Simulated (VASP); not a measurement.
Runs of VASP 6.6.1 on ZnO. The structure is that of space group P6_3mc (No. 186), or close to it. The cells are those of the table. 

```csv
potentials or basis,cell,k mesh,cutoff (eV),smearing,second run,gap on the mesh (eV),pressure (GPa),largest force (eV/Å)
"VASP PAW PBE potentials, release 64 (Zn, O)","a = 3.165, b = 3.165, c = 5.317 Å, angles 90.0, 90.0, 120.0°, 4 atoms",8 × 8 × 4,520,gaussian 0.01 eV,-,0.66,4.0,0.01
"VASP PAW PBE potentials, release 64 (Zn, O)","a = 3.295, b = 3.295, c = 5.105 Å, angles 90.0, 90.0, 120.0°, 4 atoms",8 × 8 × 4,520,gaussian 0.01 eV,-,0.71,-1.8,0.01
"VASP PAW PBE potentials, release 64 (Zn, O)","a = 3.214, b = 3.214, c = 5.240 Å, angles 90.0, 90.0, 120.0°, 4 atoms",8 × 8 × 4,520,gaussian 0.01 eV,-,0.68,1.8,-
"VASP PAW PBE potentials, release 64 (Zn, O)","a = 3.295, b = 3.295, c = 5.152 Å, angles 90.0, 90.0, 120.0°, 4 atoms",8 × 8 × 4,520,gaussian 0.01 eV,-,0.69,-2.7,0.28
"VASP PAW PBE potentials, release 64 (Zn, O)","a = 3.230, b = 3.230, c = 5.214 Å, angles 90.0, 90.0, 120.0°, 4 atoms",12 × 12 × 8,520,fermi-dirac 0.08 eV,-,0.69,(d),-
"VASP PAW PBE potentials, release 64 (Zn, O)","a = 3.198, b = 3.198, c = 5.246 Å, angles 90.0, 90.0, 120.0°, 4 atoms",8 × 8 × 4,520,gaussian 0.01 eV,-,0.68,(b),0.15
"VASP PAW PBE potentials, release 64 (Zn, O)","a = 3.262, b = 3.262, c = 5.162 Å, angles 90.0, 90.0, 120.0°, 4 atoms",8 × 8 × 4,520,gaussian 0.01 eV,-,0.70,-0.5,-
"VASP PAW PBE potentials, release 64 (Zn, O_h)","a = 3.165, b = 3.165, c = 5.317 Å, angles 90.0, 90.0, 120.0°, 4 atoms",8 × 8 × 4,910,gaussian 0.01 eV,hard_potentials,0.66,3.7,0.01
"VASP PAW PBE potentials, release 64 (Zn, O)","a = 3.165, b = 3.165, c = 5.277 Å, angles 90.0, 90.0, 120.0°, 4 atoms",8 × 8 × 4,520,gaussian 0.01 eV,-,0.67,(c),(a)
"VASP PAW PBE potentials, release 64 (Zn, O_h)","a = 3.214, b = 3.214, c = 5.240 Å, angles 90.0, 90.0, 120.0°, 4 atoms",8 × 8 × 4,910,gaussian 0.01 eV,hard_potentials,0.68,1.4,-
"VASP PAW PBE potentials, release 64 (Zn, O)","a = 3.246, b = 3.246, c = 5.188 Å, angles 90.0, 90.0, 120.0°, 4 atoms",8 × 8 × 4,520,gaussian 0.01 eV,-,0.70,0.3,-
```

Alike in all rows: task single point; level PBEsol; no spin polarisation.

Estimate the missing entries.

(a) 0.32; (b) 3.3; (c) 5.7; (d) 1.0.

Caveats: the PAW data sets were made with another functional, which shifts forces and pressure a little; the cutoff is under 1.25 times the usual one of these potentials, so pressure, stress and relaxed cells hold a basis-set (Pulay) error (some runs).

A k mesh can miss the band edges.
